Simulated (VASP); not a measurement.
# Cl (P6_3/mmc) in VASP: notebook, part 2 of 2

VASP 6.6.1. Earlier steps stand in the parts before.

### Step 4. Relaxation of cell and atoms, r2SCAN

This run uses another cell than the first one, of 31.03 Å³/atom, 1.411 times its volume.

Contents of POSCAR:

```
Cl
1.0
    3.5344460202      0.0000000000      0.0000000000
   -1.7672230101      3.0609200417      0.0000000000
    0.0000000000      0.0000000000      5.7365930733
Cl
2
Direct
    0.3333333333      0.6666666667      0.2500000000
    0.6666666667      0.3333333333      0.7500000000
```

Contents of INCAR.step1:

```
ALGO = Normal
EDIFF = 1E-4
ENCUT = 600
GGA = PE
ISMEAR = 0
LASPH = T
LCHARG = F
LREAL = F
LWAVE = T
NELM = 60
PREC = Accurate
SIGMA = 0.1
```

Contents of INCAR.step2:

```
ALGO = Normal
EDIFF = 1E-7
EDIFFG = -0.04
ENCUT = 600
IBRION = 2
ISIF = 3
ISMEAR = 0
ISTART = 1
LASPH = T
LCHARG = F
LMIXTAU = T
LREAL = F
LWAVE = F
METAGGA = R2SCAN
NELM = 60
NSW = 90
PREC = Accurate
SIGMA = 0.1
```

Contents of KPOINTS:

```
k-points
0
Gamma
  6 6 4
```

Potentials or basis: VASP PAW PBE potentials, release 64 (Cl).

Launch:

```bash
cat potpaw_PBE.64/Cl/POTCAR > POTCAR
cp INCAR.step1 INCAR
mpirun -np 1 vasp_std > vasp.out
cp INCAR.step2 INCAR
mpirun -np 1 vasp_std > vasp.out
```

OUTCAR:

```text
EDIFF = 1E-7
   EDIFFG = -0.04
   ENCUT = 600
   IBRION = 2
   ISIF = 3
   ISMEAR = 0
   ISTART = 1
   LASPH = T
   LREAL = F
   METAGGA = R2SCAN
   NELM = 60
   NSW = 90
   PREC = Accurate

 ion  position               nearest neighbor table
   1  0.333  0.667  0.250-
   2  0.667  0.333  0.750-

  LATTYP: Found a hexagonal cell.
 ALAT       =     3.5344460202
 C/A-ratio  =     1.6230529595

  Lattice vectors:

 A1 = (   3.5344460202,   0.0000000000,   0.0000000000)
 A2 = (  -1.7672230101,   3.0609200417,   0.0000000000)
 A3 = (   0.0000000000,   0.0000000000,   5.7365930733)

Analysis of symmetry for initial positions (statically):
=====================================================================
 Subroutine PRICEL returns:
 Original cell was already a primitive cell.

 Routine SETGRP: Setting up the symmetry group for a
 hexagonal supercell.

 Subroutine GETGRP returns: Found 24 space group operations
 (whereof 12 operations were pure point group operations)
 out of a pool of 24 trial point group operations.

The static configuration has the point symmetry D_3d.
 The point group associated with its full space group is D_6h.

[... 150 lines left out ...]
 number of electron      14.0000004 magnetization

 Free energy of the ion-electron system (eV)
  ---------------------------------------------------
  ext. energy  EPLUGINS =         0.00000000
  ---------------------------------------------------
  free energy    TOTEN  =        -9.81141231 eV

  energy without entropy =       -9.76486093  energy(sigma->0) =       -9.78813662

------------------------ aborting loop because EDIFF is reached ----------------------------------------

  FORCE on cell =-STRESS in cart. coord.  units (eV):
  Direction    XX          YY          ZZ          XY          YZ          ZX
  --------------------------------------------------------------------------------------
  -------------------------------------------------------------------------------------
  Total       -1.9162909     -1.9162909     -1.9823611      0.0000000      0.0000000      0.0000000
  in kB      -49.4703107    -49.4703107    -51.1759565      0.0000000      0.0000000      0.0000000
  external PRESSURE =     -50.0388593 kB  Pullay stress =       0.0000000 kB
[... 691 lines left out ...]
  FREE ENERGIE OF THE ION-ELECTRON SYSTEM (eV)
  ---------------------------------------------------
  free  energy   TOTEN  =        -9.9913695421 eV

  energy  without entropy=       -9.9738771002  energy(sigma->0) =       -9.98262332

[... ionic steps 4 to 23 ...]

--------------------------------------- Ionic step       24  -------------------------------------------

 number of electron      14.0000001 magnetization

 E-fermi :   2.0850     XC(G=0): -10.0451
[... 368 lines left out ...]
--------------------------------------- Ionic step       26  -------------------------------------------

 number of electron      13.9999998 magnetization

 Free energy of the ion-electron system (eV)
  ---------------------------------------------------
  ext. energy  EPLUGINS =         0.00000000
  ---------------------------------------------------
  free energy    TOTEN  =       -10.70654483 eV

  energy without entropy =      -10.68874056  energy(sigma->0) =      -10.69764270

 E-fermi :   1.5504     XC(G=0):  -9.8035

 val. band max:        1.5397695232   @ k =   0.1667   0.1667   0.0000
 cond. band min:       1.5510595415   @ k =   0.3333   0.0000   0.5000
 fundamental gap:      0.0112900183
 Fermi energy:         1.5504082023
[... 321 lines left out ...]
  FREE ENERGIE OF THE ION-ELECTRON SYSTEM (eV)
  ---------------------------------------------------
  free  energy   TOTEN  =       -10.7065448309 eV

  energy  without entropy=      -10.6887405630  energy(sigma->0) =      -10.69764270

 reached required accuracy - stopping structural energy minimisation
```

It took 11 min on 1 thread of Intel Xeon 6975P-C (Granite Rapids), shared host; peak memory 0.2 GiB.

What came out:

```
Free energy                            : -10.7065 eV
Relaxed volume                         : 21.98 Å³/atom
Relaxed cell                           : a = 3.598 Å, b = 3.598 Å, c = 3.921 Å, α = 90.00°, β = 90.00°, γ = 120.00°
Space group after relaxing (to 0.05 Å) : P6_3/mmc (No. 194)
Energy gained by relaxing              : 447.6 meV/atom
Ionic steps                            : 26
Pressure after relaxing                : -0.1 GPa
Band gap on the k mesh                 : zero (band 7 reaches 2.35 eV, above the bottom of band 8 at 0.27 eV)
```

The path:
```tsv
step	energy change (eV)	largest force (eV/Å)	pressure (GPa)	volume (Å³)
1	0.0000	0.0000	-5.00	62.06
2	-0.2596	0.0000	-4.83	53.76
3	-0.1800	0.0000	15.00	33.35
4	-0.4555	0.0000	-2.84	46.05
5	-0.4912	0.0000	1.44	40.38
6	-0.4971	0.0000	-0.23	42.06
7	-0.4973	0.0000	0.08	41.71
8	-0.4987	0.0000	0.09	41.69
9	-0.5050	0.0000	0.19	41.63
10	-0.5514	0.0000	0.24	41.45
11	-0.6994	0.0000	0.70	40.92
12	-0.8231	0.0000	5.60	39.12
13	-0.8403	0.0000	3.85	39.62
14	-0.8385	0.0000	4.37	39.46
15	-0.8386	0.0000	4.38	39.46
16	-0.8389	0.0000	4.41	39.47
17	-0.8393	0.0000	4.48	39.49
18	-0.8394	0.0000	4.62	39.52
19	-0.8401	0.0000	4.58	39.54
20	-0.8422	0.0000	4.48	39.62
21	-0.8463	0.0000	4.27	39.77
22	-0.8538	0.0000	3.87	40.08
23	-0.8669	0.0000	3.11	40.71
24	-0.8853	0.0000	1.73	41.97
25	-0.8941	0.0000	-0.52	44.57
26	-0.8951	0.0000	-0.05	43.96
```

Final structure:
```yaml
crystal:
  lattice:
    - [3.59782, 0.00000, 0.00000]
    - [-1.79891, 3.11580, 0.00000]
    - [0.00000, 0.00000, 3.92104]
  atoms:
    - { symbol: Cl, position: [0.33333, 0.66667, 0.25000] }
    - { symbol: Cl, position: [0.66667, 0.33333, 0.75000] }
```

Levels at points of the mesh, in eV from the Fermi level:
```csv
k point,band 4,band 5,band 6,band 7,band 8,band 9,band 10,band 11
"(0.00, 0.00, 0.00)",-2.28,-2.28,-0.28,-0.28,0.89,8.01,9.23,12.72
"(0.50, 0.00, 0.00)",-3.24,-2.79,-1.59,-1.23,0.23,7.93,12.12,12.42
"(0.00, 0.00, 0.50)",-2.04,-1.28,-1.28,-1.28,-1.28,11.03,11.03,11.61
"(0.50, 0.00, 0.50)",-4.91,-1.78,-1.78,0.11,0.11,10.22,10.22,14.97
```

Caveat: the volume moved by over 15 % at a fixed basis, so the end points are rough; the PAW data sets were made with another functional, which shifts forces and pressure a little.

### Step 5. The runs side by side

| task | cell | cutoff (eV) | gap on the mesh (eV) | pressure (GPa) |
| --- | --- | --- | --- | --- |
| single point | a = 3.601, b = 3.601, c = 3.917 Å, angles 90.0, 90.0, 120.0°, 2 atoms | 520 | none | -0.1 |
| single point | a = 3.534, b = 3.534, c = 5.737 Å, angles 90.0, 90.0, 120.0°, 2 atoms | 520 | none | -5.1 |
| relaxation of cell and atoms | relaxed from a = 3.534, b = 3.534, c = 5.737 Å, angles 90.0, 90.0, 120.0°, 2 atoms | 600 | none | -0.1 |

Alike in all rows: level r2SCAN; potentials or basis VASP PAW PBE potentials, release 64 (Cl); no spin polarisation; k mesh 6 × 6 × 4; smearing gaussian 0.1 eV.

Caveats: some runs use coarse meshes; the PAW data sets were made with another functional, which shifts forces and pressure a little; the volume moved by over 15 % at a fixed basis, so the end points are rough (some runs).

Total energies depend on the potentials used, so only differences within one code and one set of settings carry meaning.
